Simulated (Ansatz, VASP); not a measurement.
**One calculation of Pb, two programs**

INCAR

```
ALGO = Normal ; EDIFF = 1E-7
ENCUT = 520 ; GGA = PE
ISIF = 2 ; ISMEAR = -1
LASPH = T ; LCHARG = F
LREAL = F ; LWAVE = F
NBANDS = 36 ; NELM = 80
PREC = Accurate ; SIGMA = 0.05
```

The input KPOINTS:

```
k-points
0
Gamma
  9 9 1
```

POSCAR

```
Pb
1.0
    3.4800006906      0.0000000000      0.0000000000
   -1.7400003453      3.0137690032      0.0000000000
    0.0000000000      0.0000000000     23.3850000000
Pb
4
Direct
    0.6666666667      0.3333333334      0.3207184092
    0.3333333333      0.6666666666      0.4402394697
    0.6666666667      0.3333333334      0.5597605303
    0.3333333333      0.6666666666      0.6792815908
```

The input input.yaml:

```yaml
crystal:
  lattice:
    - [3.4800006906, 0.0, 0.0]
    - [-1.7400003453, 3.0137690032, 0.0]
    - [0.0, 0.0, 23.385]
  atoms:
    - { symbol: Pb, position: [0.6666666667, 0.3333333334, 0.3207184092] }
    - { symbol: Pb, position: [0.3333333333, 0.6666666666, 0.4402394697] }
    - { symbol: Pb, position: [0.6666666667, 0.3333333334, 0.5597605303] }
    - { symbol: Pb, position: [0.3333333333, 0.6666666666, 0.6792815908] }
kpoints:
  mp_grid: { grid: [9, 9, 1] }
scf:
  occupations: { method: fermi_dirac, width: 0.05 }
hamiltonian:
  xc: pbe
  pseudopotentials: { kind: all_electron, lapw: { basis_error: 0.001 } }
output:
  forces: true
  stress: true
  eigenvalues: true
  populations: true
```

Alike in both runs: task single point; functional PBE; k mesh 9 × 9 × 1; occupations fermi-dirac, width 0.05 eV; no spin polarisation.

```csv
,VASP,Ansatz
version,VASP 6.6.1,Ansatz 0.2.0
potentials or method,"VASP PAW PBE potentials, release 64 (Pb_d), cutoff 520 eV","all-electron LAPW, scalar-relativistic"
```

|  | VASP | Ansatz | Ansatz less VASP |
| --- | --- | --- | --- |
| gap on the k mesh at the Fermi level (eV) | none | none | - |
| rms of the force components (eV/Å) | 0.167 | 0.167 | +0.0004 |

Atom by atom the forces differ by 0.000 eV/Å (rms over components). A gap of «none» marks a metal or a gap that the smearing closes. Ansatz ran all-electron here, and VASP with PAW potentials.

Spin-orbit coupling is off throughout.
